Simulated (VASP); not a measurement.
# BeTe2 (I4_1/amd) in VASP: notebook

BeTe2 is run at these levels: PBE; tasks: single point, relaxation of cell and atoms.

Everything below comes from runs of VASP 6.6.1. Logs are shortened: lines on timing, memory, paths and dates and some standing lists are left out, and cuts for length are marked.

## (1) The cell of the first run

It takes space group I4_1/amd (No. 141, tetragonal). The conventional cell has a = 4.960 Å, b = 4.960 Å, c = 12.466 Å, α = 90.00°, β = 90.00°, γ = 90.00°. Be (site symmetry -4m2) has 6 Te at 2.54 to 2.58 Å within 3.3 Å. Within 3.3 Å of Te (site symmetry 2mm) lie 3 Be at 2.54 to 2.58 Å and 2 Te at 3.21 Å.

## (2) Single point, PBE

File INCAR:

```
SYSTEM = BeTe2
  ALGO = Normal
  EDIFF = 1E-7
  ENCUT = 520
  GGA = PE
  ISIF = 2
  ISMEAR = 0
  LASPH = .True.
  LCHARG = .True.
  LELF = .True.
  LREAL = .False.
  LVHAR = .True.
  LWAVE = .False.
  NBANDS = 23
  NELM = 80
  PREC = Accurate
  SIGMA = 0.1
```

File KPOINTS:

```
k-points
0
Gamma
  6 6 6
  0 0 0
```

File POSCAR:

```
BeTe2
1.0
   -2.4797794243      2.4797794243      6.2331892847
    2.4797794243     -2.4797794243      6.2331892847
    2.4797794243      2.4797794243     -6.2331892847
Be Te
2 4
Direct
    0.0000000000      0.0000000000      0.0000000000
    0.7500000000      0.2500000000      0.5000000000
    0.2066000000      0.2066000000      0.0000000000
    0.9566000000      0.4566000000      0.5000000000
    0.5434000000      0.0434000000      0.5000000000
    0.7934000000      0.7934000000      0.0000000000
```

Potentials or basis: VASP PAW PBE potentials, release 64 (Be, Te).

Launch:

```sh
$ cat potpaw_PBE.64/Be/POTCAR potpaw_PBE.64/Te/POTCAR > POTCAR
$ mpirun -np 1 vasp_std > vasp.out
```

OUTCAR:

```text
SYSTEM = BeTe2
   EDIFF = 1E-7
   ENCUT = 520
   GGA = PE
   ISIF = 2
   ISMEAR = 0
   LASPH = .True.
   LREAL = .False.
   NELM = 80
   PREC = Accurate

 ion  position               nearest neighbor table
   1  0.000  0.000  0.000-   5 2.54   4 2.54   5 2.54   4 2.54   3 2.58   6 2.58
   2  0.750  0.250  0.500-   6 2.54   3 2.54   6 2.54   3 2.54   4 2.58   5 2.58
   3  0.207  0.207  0.000-   2 2.54   2 2.54   1 2.58   5 3.21   5 3.21   6 3.67   6 3.67   6 3.67
                             6 3.67
   4  0.957  0.457  0.500-   1 2.54   1 2.54   2 2.58   6 3.21   6 3.21   5 3.67   5 3.67   5 3.67
                             5 3.67
   5  0.543  0.043  0.500-   1 2.54   1 2.54   2 2.58   3 3.21   3 3.21   4 3.67   4 3.67   4 3.67
                             4 3.67
   6  0.793  0.793  0.000-   2 2.54   2 2.54   1 2.58   4 3.21   4 3.21   3 3.67   3 3.67   3 3.67
                             3 3.67

  LATTYP: Found a body centered tetragonal cell.
 ALAT       =     4.9595588486
 C/A-ratio  =     2.5136063408

  Lattice vectors:

 A1 = (  -2.4797794243,   2.4797794243,   6.2331892847)
 A2 = (   2.4797794243,  -2.4797794243,   6.2331892847)
 A3 = (   2.4797794243,   2.4797794243,  -6.2331892847)

Analysis of symmetry for initial positions (statically):
=====================================================================
 Subroutine PRICEL returns:
 Original cell was already a primitive cell.

 Routine SETGRP: Setting up the symmetry group for a
 body centered tetragonal supercell.

 Subroutine GETGRP returns: Found 16 space group operations
 (whereof  8 operations were pure point group operations)
 out of a pool of 16 trial point group operations.

The static configuration has the point symmetry D_2d.
 The point group associated with its full space group is D_4h.

Analysis of symmetry for dynamics (positions and initial velocities):
=====================================================================
 Subroutine PRICEL returns:
 Original cell was already a primitive cell.

 Routine SETGRP: Setting up the symmetry group for a
 body centered tetragonal supercell.

 Subroutine GETGRP returns: Found 16 space group operations
 (whereof  8 operations were pure point group operations)
 out of a pool of 16 trial point group operations.

The dynamic configuration has the point symmetry D_2d.
 The point group associated with its full space group is D_4h.

 Subroutine INISYM returns: Found 16 space group operations
 (whereof  8 operations are pure point group operations),
 and found     1 'primitive' translations

----------------------------------------------------------------------------------------

                                     Primitive cell

  volume of cell :     153.3192

  direct lattice vectors                    reciprocal lattice vectors
    -2.479779424  2.479779424  6.233189285     0.000000000  0.201630837  0.080215757
     2.479779424 -2.479779424  6.233189285     0.201630837  0.000000000  0.080215757
     2.479779424  2.479779424 -6.233189285     0.201630837  0.201630837  0.000000000

  length of vectors
     7.152010951  7.152010951  7.152010951     0.217001295  0.217001295  0.285149064

  position of ions in fractional coordinates (direct lattice)
     0.000000000  0.000000000  0.000000000
     0.750000000  0.250000000  0.500000000
     0.206600000  0.206600000  0.000000000
     0.956600000  0.456600000  0.500000000
     0.543400000  0.043400000  0.500000000
     0.793400000  0.793400000  0.000000000

  ion indices of the primitive-cell ions
   primitive index   ion index
                 1           1
                 2           2
                 3           3
                 4           4
                 5           5
                 6           6

----------------------------------------------------------------------------------------

 KPOINTS: k-points

Automatic generation of k-mesh.
 Grid dimensions read from file:
 generate k-points for:    6    6    6

 Generating k-lattice:

  Cartesian coordinates                     Fractional coordinates (reciprocal lattice)
     0.000000000  0.033605139  0.013369293     0.166666667  0.000000000  0.000000000
     0.033605139  0.000000000  0.013369293     0.000000000  0.166666667  0.000000000
     0.033605139  0.033605139  0.000000000     0.000000000  0.000000000  0.166666667

  Length of vectors
     0.036166883  0.036166883  0.047524844

  Shift w.r.t. Gamma in fractional coordinates (k-lattice)
     0.000000000  0.000000000  0.000000000

 Subroutine IBZKPT returns following result:
 ===========================================

 Found     30 irreducible k-points:

 Following reciprocal coordinates:
            Coordinates               Weight
  0.000000  0.000000  0.000000      1.000000
  0.166667  0.000000  0.000000      8.000000
  0.333333  0.000000 -0.000000      8.000000
  0.500000  0.000000 -0.000000      4.000000
  0.166667  0.166667  0.000000      8.000000
  0.333333  0.166667 -0.000000     16.000000
[... 16 lines left out ...]
 -0.333333 -0.333333  0.166667      8.000000
 -0.166667 -0.333333  0.166667      8.000000
 [... further k-points ...]
   k-points           NKPTS =     30   k-points in BZ     NKDIM =     30   number of bands    NBANDS=     23
   number of dos      NEDOS =    301   number of ions     NIONS =      6
   total plane-waves  NPLWV = 157464
   dimension x,y,z NGX =    54 NGY =   54 NGZ =   54
   dimension x,y,z NGXF=   108 NGYF=  108 NGZF=  108
   ions per type =               2   4
   NGX,Y,Z   is equivalent  to a cutoff of  12.55, 12.55, 12.55 a.u.
   NGXF,Y,Z  is equivalent  to a cutoff of  25.10, 25.10, 25.10 a.u.
 SYSTEM =  BeTe2
   PREC   = accura    normal or accurate (medium, high low for compatibility)
   ISTART =      0    job   : 0-new  1-cont  2-samecut
   ICHARG =      2    charge: 1-file 2-atom 10-const
   ISPIN  =      1    spin polarized calculation?
   LNONCOLLINEAR =      F non collinear calculations
   LSORBIT =      F    spin-orbit coupling
   LASPH  =      T    aspherical Exc in radial PAW
   ENCUT  =  520.0 eV  38.22 Ry    6.18 a.u.  13.30 13.30 13.30*2*pi/ulx,y,z
   NELM   =     80;   NELMIN=  2; NELMDL= -5     # of ELM steps
   EDIFF  = 0.1E-06   stopping-criterion for ELM
   LREAL  =      F    real-space projection
   EDIFFG = 0.1E-05   stopping-criterion for IOM
   NSW    =      0    number of steps for IOM
   IBRION =     -1    ionic relax: 0-MD 1-quasi-New 2-CG
   NFREE  =      0    steps in history (QN), initial steepest desc. (CG)
   ISIF   =      2    stress and relaxation
   ISYM   =      2    0-nonsym 1-usesym 2-fastsym
   POTIM  = 0.5000    time-step for ionic-motion
   TEBEG  =    0.0;   TEEND  =   0.0 temperature during run
   PSTRESS=    0.0 pullay stress
   NELECT =      28.0000    total number of electrons
   NUPDOWN=      -1.0000    fix difference up-down
   EMIN   =  10.00;   EMAX   =-10.00  energy-range for DOS
   EFERMI =   0.00;   METHOD = LEGACY
   ISMEAR =     0;   SIGMA  =   0.10  broadening in eV -4-tet -1-fermi 0-gaus
   EFERMI_NEDOS =   21; number of points for ismear=-14 and -15
   IALGO  =     38    algorithm
   IMIX   =      4    mixing-type and parameters
     AMIX     =   0.40;   BMIX     =  1.00
     AMIX_MAG =   1.60;   BMIX_MAG =  1.00
  volume/ion in A,a.u.               =      25.55       172.44
  Fermi-wavevector in a.u.,A,eV,Ry     =   0.928814  1.755204 11.737682  0.862695
  Thomas-Fermi vector in A             =   2.055030
   LORBIT       =      0    0 simple, 1 ext, 2 COOP (PROOUT), +10 PAW based schemes
   GGA     = PE    functional components
   LHFCALC =     F    Hartree Fock is set to
   AEXX    =    0.0000 exact exchange contribution
   IVDW    =     0    specifies the selected vdW correction
   LEPSILON=     F    determine dielectric tensor
   LRPA    =     F    only Hartree local field effects (RPA)
 non-spin polarized calculation
 Gauss-broadening in eV      SIGMA  =   0.10
  energy-cutoff  :      520.00
  volume of cell :      153.32
 maximum number of plane-waves:      4148
 NGX is ok and might be reduce to    54
   NGX = 27   NGY = 27   NGZ = 27

 number of electron      27.9999999 magnetization

 Free energy of the ion-electron system (eV)
  ---------------------------------------------------
  ext. energy  EPLUGINS =         0.00000000
  ---------------------------------------------------
  free energy    TOTEN  =       -18.23747421 eV

  energy without entropy =      -18.20685702  energy(sigma->0) =      -18.22216561

 E-fermi :   5.7342     XC(G=0):  -9.1736

 val. band max:        5.7143657249   @ k =   0.3333   0.3333  -0.0000
 cond. band min:       5.7345506474   @ k =   0.5000   0.1667   0.0000
 fundamental gap:      0.0201849225
 Fermi energy:         5.7342400234

 k-point     1 :       0.0000    0.0000    0.0000
  band No.  band energies     occupation
      1      -7.4985      2.00000
      2      -5.4605      2.00000
      3      -4.8694      2.00000
      4      -3.8430      2.00000
      5       0.7601      2.00000
      6       0.7601      2.00000
[... 15 lines left out ...]
     22      11.0130      0.00000
     23      11.2013      0.00000

 k-point     2 :       0.1667    0.0000    0.0000
  band No.  band energies     occupation
      1      -7.3588      2.00000
      2      -5.5906      2.00000
      3      -4.7658      2.00000
      4      -4.1082      2.00000
      5       0.3939      2.00000
      6       0.7716      2.00000
[... 15 lines left out ...]
     22      11.5198      0.00000
     23      11.5677      0.00000

 k-point     3 :       0.3333    0.0000   -0.0000
  band No.  band energies     occupation
      1      -6.9816      2.00000
      2      -5.7526      2.00000
      3      -5.0438      2.00000
      4      -4.3522      2.00000
      5       0.3064      2.00000
      6       0.6360      2.00000
[... 15 lines left out ...]
     22      11.5464      0.00000
     23      11.5719      0.00000

 k-point     4 :       0.5000    0.0000   -0.0000
  band No.  band energies     occupation
      1      -6.6699      2.00000
      2      -5.7831      2.00000
      3      -5.5019      2.00000
      4      -4.3268      2.00000
      5       0.2266      2.00000
      6       0.8715      2.00000
[... 15 lines left out ...]
     22      10.8772      0.00000
     23      11.2909      0.00000

 k-point     5 :       0.1667    0.1667    0.0000
  band No.  band energies     occupation
      1      -7.1839      2.00000
      2      -5.7720      2.00000
      3      -4.6568      2.00000
      4      -4.3202      2.00000
      5      -0.1812      2.00000
      6       1.0909      2.00000
[... 15 lines left out ...]
     22      11.2591      0.00000
     23      11.9823      0.00000

 k-point     6 :       0.3333    0.1667   -0.0000
  band No.  band energies     occupation
      1      -6.7855      2.00000
      2      -5.8689      2.00000
      3      -5.0465      2.00000
      4      -4.4754      2.00000
      5      -0.3373      2.00000
      6       0.8230      2.00000
[... 15 lines left out ...]
     22      11.4980      0.00000
     23      11.9068      0.00000

 k-point     7 :       0.5000    0.1667    0.0000
  band No.  band energies     occupation
      1      -6.5430      2.00000
      2      -5.7276      2.00000
      3      -5.5084      2.00000
      4      -4.4881      2.00000
      5      -0.4406      2.00000
      6       0.7081      2.00000
[... 353 lines left out ...]
     22      11.6411      0.00000
     23      12.2236      0.00000

 k-point    21 :      -0.3333    0.5000    0.1667
  band No.  band energies     occupation
      1      -6.5772      2.00000
      2      -6.1726      2.00000
      3      -5.0801      2.00000
      4      -4.4128      2.00000
      5       0.0460      2.00000
      6       0.7620      2.00000
[... 15 lines left out ...]
     22      11.5397      0.00000
     23      12.1462      0.00000

 k-point    22 :      -0.1667    0.5000    0.1667
  band No.  band energies     occupation
      1      -6.8068      2.00000
      2      -6.0735      2.00000
      3      -5.0916      2.00000
      4      -4.2002      2.00000
      5       0.5498      2.00000
      6       0.7131      2.00000
[... 15 lines left out ...]
     22      11.8033      0.00000
     23      12.1715      0.00000

 k-point    23 :      -0.3333   -0.3333    0.1667
  band No.  band energies     occupation
      1      -6.9725      2.00000
      2      -6.2136      2.00000
      3      -4.4788      2.00000
      4      -4.3394      2.00000
      5       0.1651      2.00000
      6       0.9123      2.00000
[... 15 lines left out ...]
     22      11.5951      0.00000
     23      12.3344      0.00000

 k-point    24 :      -0.1667   -0.3333    0.1667
  band No.  band energies     occupation
      1      -7.2113      2.00000
      2      -6.0365      2.00000
      3      -4.5171      2.00000
      4      -4.0845      2.00000
      5       0.4956      2.00000
      6       0.5865      2.00000
[... 15 lines left out ...]
     22      11.8138      0.00000
     23      11.8623      0.00000

 [... further k-points ...]

------------------------ aborting loop because EDIFF is reached ----------------------------------------

  FORCE on cell =-STRESS in cart. coord.  units (eV):
  Direction    XX          YY          ZZ          XY          YZ          ZX
  --------------------------------------------------------------------------------------
  -------------------------------------------------------------------------------------
  Total        3.8088015      3.8088015      0.7436623      0.0000000      0.0000000     -0.0000000
  in kB       39.8017817     39.8017817      7.7712326      0.0000000      0.0000000     -0.0000000
  external PRESSURE =      29.1249320 kB  Pullay stress =       0.0000000 kB

 VOLUME and BASIS-vectors are now :
 -----------------------------------------------------------------------------
  energy-cutoff  :      520.00
  volume of cell :      153.32
      direct lattice vectors                 reciprocal lattice vectors
    -2.479779424  2.479779424  6.233189285     0.000000000  0.201630837  0.080215757
     2.479779424 -2.479779424  6.233189285     0.201630837  0.000000000  0.080215757
     2.479779424  2.479779424 -6.233189285     0.201630837  0.201630837  0.000000000

 POSITION                                       TOTAL-FORCE (eV/Angst)
 -----------------------------------------------------------------------------------
      0.00000      0.00000      0.00000         0.000000      0.000000     -0.000000
      0.00000      2.47978      3.11659         0.000000      0.000000     -0.000000
      0.00000      0.00000      2.57555         0.000000     -0.000000      0.210869
      0.00000      2.47978      5.69215        -0.000000      0.000000      0.210869
      0.00000      2.47978      0.54104        -0.000000      0.000000     -0.210869
      0.00000      0.00000      9.89082         0.000000     -0.000000     -0.210869
 -----------------------------------------------------------------------------------
    total drift:                                0.000000      0.000000      0.000000

  FREE ENERGIE OF THE ION-ELECTRON SYSTEM (eV)
  ---------------------------------------------------
  free  energy   TOTEN  =       -18.2374742061 eV

  energy  without entropy=      -18.2068570167  energy(sigma->0) =      -18.22216561
```

Run time: 2.1 min. Hardware: 1 thread of Intel Xeon 6975P-C (Granite Rapids), shared host; peak memory 0.42 GiB.

Results:

- Free energy: -18.2375 eV
- Pressure: 2.9 GPa
- Largest force: 0.211 eV/Å
- Band gap on the k mesh: zero (bands 14 and 15 overlap by 1.13 eV)

Forces in eV/Å, atoms in the order of the input:
```
Be   0.000  0.000  0.000
Be   0.000  0.000  0.000
Te   0.000  0.000  0.211
Te   0.000  0.000  0.211
Te   0.000  0.000 -0.211
Te   0.000  0.000 -0.211
```

Stress tensor (GPa, compression positive):
```
3.98 0.00 0.00
0.00 3.98 0.00
0.00 0.00 0.78
```

Levels at points of the mesh, in eV from the Fermi level:
```
           k point  band 11  band 12  band 13  band 14  band 15  band 16  band 17  band 18
(0.00, 0.00, 0.00)    -2.05    -0.22    -0.15    -0.15     0.39     0.39     2.70     3.74
(0.50, 0.00, 0.00)    -1.40    -1.26    -1.04    -1.04    -0.09     0.49     3.54     3.75
(0.50, 0.50, 0.00)    -0.26    -0.26     0.07     0.07     1.13     1.13     3.76     3.76
(0.50, 0.50, 0.50)    -2.17    -2.17    -1.22    -1.22     0.23     0.23     1.78     1.78
```

Caveat: spin-orbit coupling is left out, which moves the levels of the heavy elements.

## (3) Single point, PBE

This run uses another cell than the first one, of 22.95 Å³/atom.

File INCAR:

```
  PREC = Accurate
  ENCUT = 520
  EDIFF = 1E-6
  ISMEAR = 0
  SIGMA = 0.1
  LREAL = F
  LASPH = T
  NELM = 60
  ALGO = Normal
  ISIF = 2
  LWAVE = F
  LCHARG = F
  GGA = PE
  NBANDS = 23
```

File KPOINTS:

```
regular mesh
0
Gamma
  10 10 10
```

File POSCAR:

```
BeTe2
1.0
   -2.6405650601      2.6405650601      4.9373066469
    2.6405650601     -2.6405650601      4.9373066469
    2.6405650601      2.6405650601     -4.9373066469
Be Te
2 4
Direct
    0.0000000000      0.0000000000      0.0000000000
    0.7500000000      0.2500000000      0.5000000000
    0.2577397554      0.2577397554      0.0000000000
    1.0077397554      0.5077397554      0.5000000000
    0.4922602446     -0.0077397554      0.5000000000
    0.7422602446      0.7422602446      0.0000000000
```

Potentials or basis: VASP PAW PBE potentials, release 64 (Be, Te).

Launch:

```sh
$ cat potpaw_PBE.64/Be/POTCAR potpaw_PBE.64/Te/POTCAR > POTCAR
$ mpirun -np 1 vasp_std > vasp.out
```

It took 2.9 min on 1 thread of Intel Xeon 6975P-C (Granite Rapids), shared host; peak memory 0.48 GiB.

Results (log left out):

```yaml
Free_energy: -18.9682 eV
Pressure: 0.0 GPa
Largest_force: 0.006 eV/Å
Band_gap_on_the_k_mesh: zero (bands 14 and 15 overlap by 1.29 eV)
```

Forces in eV/Å, atoms in the order of the input:
```
Be   0.000  0.000  0.000
Be   0.000  0.000  0.000
Te   0.000  0.000  0.006
Te   0.000  0.000  0.006
Te   0.000  0.000 -0.006
Te   0.000  0.000 -0.006
```

Levels at points of the mesh, in eV from the Fermi level:
```
           k point  band 10  band 11  band 12  band 13  band 14  band 15  band 16  band 17  band 18  band 19
(0.00, 0.00, 0.00)    -3.45    -3.24    -1.93    -1.93     0.76     1.22     1.49     1.49     3.62     4.77
(0.50, 0.00, 0.00)    -2.97    -1.78    -1.07    -0.88    -0.57    -0.10     0.10     3.46     3.56     4.11
(0.50, 0.50, 0.00)    -2.92    -0.20    -0.20     0.51     0.51     0.92     0.92     2.67     2.67     3.47
(0.50, 0.50, 0.50)    -2.16    -2.10    -2.10    -0.74    -0.74    -0.09    -0.09     1.29     1.29     4.01
```

Caveat: spin-orbit coupling is left out, which moves the levels of the heavy elements.

(Part 1 of 2 ends here.)
